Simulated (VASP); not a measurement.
# Au in VASP: single point with PBE

Aim: the single point of Au with PBE.

Program: VASP 6.6.1. These are calculated values, not measurements. Logs are shortened: lines on timing, memory, paths and dates and some standing lists are left out, and cuts for length are marked.

## Step 1: The cell of the first run

The cell holds a slab with vacuum, 16 atoms: a = 8.160 Å, b = 5.770 Å, c = 17.327 Å, α = 90.00°, β = 90.00°, γ = 90.00°.

## Step 2: Single point, PBE

INCAR reads:

```
SYSTEM = Au
PREC = Accurate
ENCUT = 520
EDIFF = 1E-6
ISMEAR = -1
SIGMA = 0.05
LREAL = Auto
LASPH = .TRUE.
NELM = 60
ALGO = Normal
ISIF = 2
LWAVE = .FALSE.
LCHARG = .TRUE.
GGA = PE
LELF = .TRUE.
LVHAR = .TRUE.
NBANDS = 102
```

KPOINTS reads:

```
regular mesh
0
G
  2 2 1
  0 0 0
```

POSCAR reads:

```
Au
1.0
    8.1600000000      0.0000000000      0.0000000000
    0.0000000000      5.7699910000      0.0000000000
    0.0000000000      0.0000000000     17.3274940000
Au
16
Direct
    0.2500000000      0.2500003899      0.0577117499
    0.7500000000      0.2500003899      0.0577117499
    0.2500000000      0.7500011698      0.0577117499
    0.7500000000      0.7500011698      0.0577117499
    0.0032475490     -0.0012305045      0.1176165463
    0.4858700980      0.0103466366      0.1418381677
    0.0096200980      0.4779556849      0.1435233508
    0.4987377451      0.4834842897      0.1296725308
    0.2213112745      0.3423055599      0.2886280036
    0.7549264706      0.3279034577      0.2125812307
    0.1828063725      0.8388401299      0.2399769984
    0.7574632353      0.8127742314      0.2228539222
   -0.0594240196      0.1234663971      0.3290839402
    0.4870833333      0.1017505920      0.3078633298
   -0.1280024510      0.5931205092      0.3506796770
    0.5049264706      0.5885451121      0.3046083871
```

Potentials or basis: VASP PAW PBE potentials, release 64 (Au).

The run is started by

```bash
$ cat potpaw_PBE.64/Au/POTCAR > POTCAR
$ mpirun -np 1 vasp_std > vasp.out
```

OUTCAR:

```text
SYSTEM = Au
   PREC = Accurate
   ENCUT = 520
   EDIFF = 1E-6
   ISMEAR = -1
   LREAL = Auto
   LASPH = .TRUE.
   NELM = 60
   ISIF = 2
   GGA = PE

 ion  position               nearest neighbor table
   1  0.250  0.250  0.058-   5 2.69   8 2.74   6 2.78   7 2.79   3 2.88   3 2.89
   2  0.750  0.250  0.058-  10 2.72   5 2.73   8 2.75   4 2.88   4 2.89   7 2.90   6 2.95
   3  0.250  0.750  0.058-   5 2.68   8 2.84   6 2.84   1 2.88   1 2.89   7 2.92  11 3.25
   4  0.750  0.750  0.058-   5 2.72   8 2.85  12 2.88   2 2.88   2 2.89   6 3.00   7 3.03
   5  0.003  0.999  0.118-   3 2.68   1 2.69   4 2.72   2 2.73  11 2.74   7 2.80  12 2.92   7 3.04
                            10 3.23
   6  0.486  0.010  0.142-   8 2.74   1 2.78   3 2.84  12 2.86  14 2.92   2 2.95   4 3.00   8 3.05
                            10 3.11  11 3.16
   7  0.010  0.478  0.144-  10 2.55   1 2.79   5 2.80   2 2.90   3 2.92  11 3.02   4 3.03   5 3.04
                            12 3.14   9 3.15
   8  0.499  0.483  0.130-  10 2.69   1 2.74   6 2.74   2 2.75   3 2.84   4 2.85   6 3.05  16 3.09
                            12 3.27
   9  0.221  0.342  0.289-  14 2.60  13 2.71  16 2.73  11 3.00  11 3.04   7 3.15  15 3.37
  10  0.755  0.328  0.213-   7 2.55   8 2.69   2 2.72  13 2.79  12 2.80  12 2.98  16 2.99  15 3.00
                            14 3.03   6 3.11   5 3.23
  11  0.183  0.839  0.240-   5 2.74  13 3.00   9 3.00   7 3.02   9 3.04  14 3.14   6 3.16  16 3.20
                             3 3.25  15 3.48  12 3.49
  12  0.757  0.813  0.223-  15 2.72  10 2.80  16 2.82   6 2.86   4 2.88   5 2.92  13 2.97  10 2.98
                            14 3.13   7 3.14   8 3.27  11 3.49
  13  0.941  0.123  0.329-   9 2.71  10 2.79  15 2.79  12 2.97  11 3.00  15 3.13
  14  0.487  0.102  0.308-   9 2.60  16 2.81   6 2.92  16 2.97  10 3.03  12 3.13  11 3.14
  15  0.872  0.593  0.351-  12 2.72  13 2.79  10 3.00  16 3.10  13 3.13   9 3.37  11 3.48
  16  0.505  0.589  0.305-   9 2.73  14 2.81  12 2.82  14 2.97  10 2.99   8 3.09  15 3.10  11 3.20

  LATTYP: Found a simple orthorhombic cell.
 ALAT       =     5.7699910000
 B/A-ratio  =     1.4142136444
 C/A-ratio  =     3.0030365732

  Lattice vectors:

 A1 = (   0.0000000000,  -5.7699910000,   0.0000000000)
 A2 = (   8.1600000000,   0.0000000000,   0.0000000000)
 A3 = (   0.0000000000,   0.0000000000,  17.3274940000)

Analysis of symmetry for initial positions (statically):
=====================================================================
 Subroutine PRICEL returns:
 Original cell was already a primitive cell.

 Routine SETGRP: Setting up the symmetry group for a
 simple orthorhombic supercell.

 Subroutine GETGRP returns: Found  1 space group operations
 (whereof  1 operations were pure point group operations)
 out of a pool of  8 trial point group operations.

The static configuration has the point symmetry C_1 .

Analysis of symmetry for dynamics (positions and initial velocities):
=====================================================================
 Subroutine PRICEL returns:
 Original cell was already a primitive cell.

 Routine SETGRP: Setting up the symmetry group for a
 simple orthorhombic supercell.

 Subroutine GETGRP returns: Found  1 space group operations
 (whereof  1 operations were pure point group operations)
 out of a pool of  8 trial point group operations.

The dynamic configuration has the point symmetry C_1 .

 Subroutine INISYM returns: Found  1 space group operations
 (whereof  1 operations are pure point group operations),
 and found     1 'primitive' translations

----------------------------------------------------------------------------------------

                                     Primitive cell

  volume of cell :     815.8326

  direct lattice vectors                    reciprocal lattice vectors
     8.160000000  0.000000000  0.000000000     0.122549020  0.000000000  0.000000000
     0.000000000  5.769991000  0.000000000     0.000000000  0.173310496  0.000000000
     0.000000000  0.000000000 17.327494000     0.000000000  0.000000000  0.057711750

  length of vectors
     8.160000000  5.769991000 17.327494000     0.122549020  0.173310496  0.057711750

  position of ions in fractional coordinates (direct lattice)
     0.250000000  0.250000390  0.057711750
     0.750000000  0.250000390  0.057711750
     0.250000000  0.750001170  0.057711750
     0.750000000  0.750001170  0.057711750
     0.003247549  0.998769495  0.117616546
     0.485870098  0.010346637  0.141838168
[... 8 lines left out ...]
     0.871997549  0.593120509  0.350679677
     0.504926471  0.588545112  0.304608387

  ion indices of the primitive-cell ions
   primitive index   ion index
                 1           1
                 2           2
                 3           3
                 4           4
                 5           5
                 6           6
[... 8 lines left out ...]
                15          15
                16          16

----------------------------------------------------------------------------------------

 KPOINTS: regular mesh

Automatic generation of k-mesh.
 Grid dimensions read from file:
 generate k-points for:    2    2    1

 Generating k-lattice:

  Cartesian coordinates                     Fractional coordinates (reciprocal lattice)
     0.061274510  0.000000000  0.000000000     0.500000000  0.000000000  0.000000000
     0.000000000  0.086655248  0.000000000     0.000000000  0.500000000  0.000000000
     0.000000000  0.000000000  0.057711750     0.000000000  0.000000000  1.000000000

  Length of vectors
     0.061274510  0.086655248  0.057711750

  Shift w.r.t. Gamma in fractional coordinates (k-lattice)
     0.000000000  0.000000000  0.000000000

 Subroutine IBZKPT returns following result:
 ===========================================

 Found      4 irreducible k-points:

 Following reciprocal coordinates:
            Coordinates               Weight
  0.000000  0.000000  0.000000      1.000000
  0.500000  0.000000  0.000000      1.000000
  0.000000  0.500000  0.000000      1.000000
  0.500000  0.500000  0.000000      1.000000
   k-points           NKPTS =      4   k-points in BZ     NKDIM =      4   number of bands    NBANDS=    102
   number of dos      NEDOS =    301   number of ions     NIONS =     16
   total plane-waves  NPLWV = 430080
   dimension x,y,z NGX =    64 NGY =   48 NGZ =  140
   dimension x,y,z NGXF=   128 NGYF=   96 NGZF=  280
   ions per type =              16
   NGX,Y,Z   is equivalent  to a cutoff of  13.04, 13.83, 13.43 a.u.
   NGXF,Y,Z  is equivalent  to a cutoff of  26.08, 27.66, 26.86 a.u.
 SYSTEM =  Au
   PREC   = accura    normal or accurate (medium, high low for compatibility)
   ISTART =      0    job   : 0-new  1-cont  2-samecut
   ICHARG =      2    charge: 1-file 2-atom 10-const
   ISPIN  =      1    spin polarized calculation?
   LNONCOLLINEAR =      F non collinear calculations
   LSORBIT =      F    spin-orbit coupling
   LASPH  =      T    aspherical Exc in radial PAW
   ENCUT  =  520.0 eV  38.22 Ry    6.18 a.u.  15.17 10.73 32.22*2*pi/ulx,y,z
   NELM   =     60;   NELMIN=  2; NELMDL= -5     # of ELM steps
   EDIFF  = 0.1E-05   stopping-criterion for ELM
   LREAL  =      T    real-space projection
   EDIFFG = 0.1E-04   stopping-criterion for IOM
   NSW    =      0    number of steps for IOM
   IBRION =     -1    ionic relax: 0-MD 1-quasi-New 2-CG
   NFREE  =      0    steps in history (QN), initial steepest desc. (CG)
   ISIF   =      2    stress and relaxation
   ISYM   =      2    0-nonsym 1-usesym 2-fastsym
   POTIM  = 0.5000    time-step for ionic-motion
   TEBEG  =    0.0;   TEEND  =   0.0 temperature during run
   PSTRESS=    0.0 pullay stress
   NELECT =     176.0000    total number of electrons
   NUPDOWN=      -1.0000    fix difference up-down
   EMIN   =  10.00;   EMAX   =-10.00  energy-range for DOS
   EFERMI =   0.00;   METHOD = LEGACY
   ISMEAR =    -1;   SIGMA  =   0.05  broadening in eV -4-tet -1-fermi 0-gaus
   EFERMI_NEDOS =   21; number of points for ismear=-14 and -15
   IALGO  =     38    algorithm
   IMIX   =      4    mixing-type and parameters
     AMIX     =   0.40;   BMIX     =  1.00
     AMIX_MAG =   1.60;   BMIX_MAG =  1.00
  volume/ion in A,a.u.               =      50.99       344.09
  Fermi-wavevector in a.u.,A,eV,Ry     =   0.981851  1.855428 13.116430  0.964030
  Thomas-Fermi vector in A             =   2.112889
   LORBIT       =      0    0 simple, 1 ext, 2 COOP (PROOUT), +10 PAW based schemes
   GGA     = PE    functional components
   LHFCALC =     F    Hartree Fock is set to
   AEXX    =    0.0000 exact exchange contribution
   IVDW    =     0    specifies the selected vdW correction
   LEPSILON=     F    determine dielectric tensor
   LRPA    =     F    only Hartree local field effects (RPA)
 non-spin polarized calculation
  energy-cutoff  :      520.00
  volume of cell :      815.83
 maximum number of plane-waves:     22019
 NGX is ok and might be reduce to    64
   NGX = 31   NGY = 21   NGZ = 65

 number of electron     176.0000005 magnetization

 Free energy of the ion-electron system (eV)
  ---------------------------------------------------
  ext. energy  EPLUGINS =         0.00000000
  ---------------------------------------------------
  free energy    TOTEN  =       -44.59786374 eV

  energy without entropy =      -44.52401512  energy(sigma->0) =      -44.56093943

 E-fermi :  -0.1099     XC(G=0):  -5.4300

 val. band max:       -0.1185686553   @ k =   0.5000   0.0000   0.0000
 cond. band min:      -0.0954440510   @ k =   0.5000   0.0000   0.0000
 fundamental gap:      0.0231246043
 Fermi energy:        -0.1098833040

 k-point     1 :       0.0000    0.0000    0.0000
  band No.  band energies     occupation
      1      -8.4773      2.00000
      2      -6.9403      2.00000
      3      -6.8043      2.00000
      4      -6.6118      2.00000
      5      -6.5685      2.00000
      6      -6.5085      2.00000
[... 92 lines left out ...]
     99       3.2589      0.00000
    100       3.3374      0.00000

 k-point     2 :       0.5000    0.0000    0.0000
  band No.  band energies     occupation
      1      -8.1450      2.00000
      2      -7.5626      2.00000
      3      -6.7298      2.00000
      4      -6.5939      2.00000
      5      -6.5339      2.00000
      6      -6.4221      2.00000
[... 92 lines left out ...]
     99       2.7084      0.00000
    100       2.7473      0.00000

 k-point     3 :       0.0000    0.5000    0.0000
  band No.  band energies     occupation
      1      -7.4130      2.00000
      2      -7.1532      2.00000
      3      -6.3230      2.00000
      4      -6.2200      2.00000
      5      -6.1279      2.00000
      6      -6.0110      2.00000
[... 92 lines left out ...]
     99       3.5420      0.00000
    100       3.6335      0.00000

 k-point     4 :       0.5000    0.5000    0.0000
  band No.  band energies     occupation
      1      -7.2476      2.00000
      2      -6.9238      2.00000
      3      -6.5375      2.00000
      4      -6.5038      2.00000
      5      -6.1481      2.00000
      6      -5.9848      2.00000
[... 92 lines left out ...]
     99       3.6810      0.00000
    100       3.9426      0.00000
 [bands above 100 left out]

------------------------ aborting loop because EDIFF is reached ----------------------------------------

  FORCE on cell =-STRESS in cart. coord.  units (eV):
  Direction    XX          YY          ZZ          XY          YZ          ZX
  --------------------------------------------------------------------------------------
  -------------------------------------------------------------------------------------
  Total        5.7698300    -18.3010533      1.8722884     -0.3026651     -1.4101692     -1.4466074
  in kB       11.3311124    -35.9406244      3.6769039     -0.5943905     -2.7693685     -2.8409278
  external PRESSURE =      -6.9775360 kB  Pullay stress =       0.0000000 kB

 VOLUME and BASIS-vectors are now :
 -----------------------------------------------------------------------------
  energy-cutoff  :      520.00
  volume of cell :      815.83
      direct lattice vectors                 reciprocal lattice vectors
     8.160000000  0.000000000  0.000000000     0.122549020  0.000000000  0.000000000
     0.000000000  5.769991000  0.000000000     0.000000000  0.173310496  0.000000000
     0.000000000  0.000000000 17.327494000     0.000000000  0.000000000  0.057711750

 POSITION                                       TOTAL-FORCE (eV/Angst)
 -----------------------------------------------------------------------------------
      2.04000      1.44250      1.00000         0.340498      0.243733     -0.409288
      6.12000      1.44250      1.00000        -0.013716     -0.114109     -0.819257
      2.04000      4.32750      1.00000         0.479836     -0.482397      0.066058
      6.12000      4.32750      1.00000        -0.327762     -0.186742     -0.051708
      0.02650      5.76289      2.03800        -0.382743     -0.146593      0.389967
      3.96470      0.05970      2.45770         0.053752     -0.745836      0.007181
[... 8 lines left out ...]
      7.11550      3.42230      6.07640         0.192749     -0.007256     -0.296733
      4.12020      3.39590      5.27810         0.007435      0.397445     -0.138655
 -----------------------------------------------------------------------------------
    total drift:                                0.002217      0.003747      0.008639

  FREE ENERGIE OF THE ION-ELECTRON SYSTEM (eV)
  ---------------------------------------------------
  free  energy   TOTEN  =       -44.5978637388 eV

  energy  without entropy=      -44.5240151233  energy(sigma->0) =      -44.56093943
```

Run time: 10 min. Hardware: 1 thread of AMD EPYC 9R45 (Zen 5), shared host; peak memory 0.84 GiB.

Results:

```yaml
Free_energy: -44.5979 eV
Largest_force: 2.372 eV/Å
Band_gap_on_the_k_mesh: zero (band 88 reaches -0.08 eV, above the bottom of band 89 at -0.34 eV)
```

Forces on the atoms (eV/Å):
```
Au   0.340  0.244 -0.409
Au  -0.014 -0.114 -0.819
Au   0.480 -0.482  0.066
Au  -0.328 -0.187 -0.052
Au  -0.383 -0.147  0.390
Au   0.054 -0.746  0.007
Au   1.380  1.229 -0.560
Au  -0.627  1.065 -0.285
Au  -0.890  0.754 -0.244
Au  -0.939 -0.939  1.965
Au   0.387 -0.333  0.578
Au  -0.077  0.709  0.173
Au  -0.296 -0.563 -0.028
Au   0.710 -0.880 -0.347
Au   0.193 -0.007 -0.297
Au   0.007  0.397 -0.139
```

Levels at points of the mesh, in eV from the Fermi level:
```
           k point  band 84  band 85  band 86  band 87  band 88  band 89  band 90  band 91
(0.00, 0.00, 0.00)    -1.53    -1.36    -1.17    -0.99     0.03     0.18     0.84     1.07
(0.50, 0.00, 0.00)    -1.69    -0.65    -0.41    -0.01     0.01     0.29     0.45     0.65
(0.00, 0.50, 0.00)    -1.77    -1.37    -1.31    -1.16    -0.95    -0.23    -0.03     0.21
(0.50, 0.50, 0.00)    -1.84    -1.66    -1.59    -1.49    -1.35     0.51     0.63     0.97
```

Caveat: the k points lie up to 0.54 Å⁻¹ apart; spin-orbit coupling is left out, which moves the levels of the heavy elements.
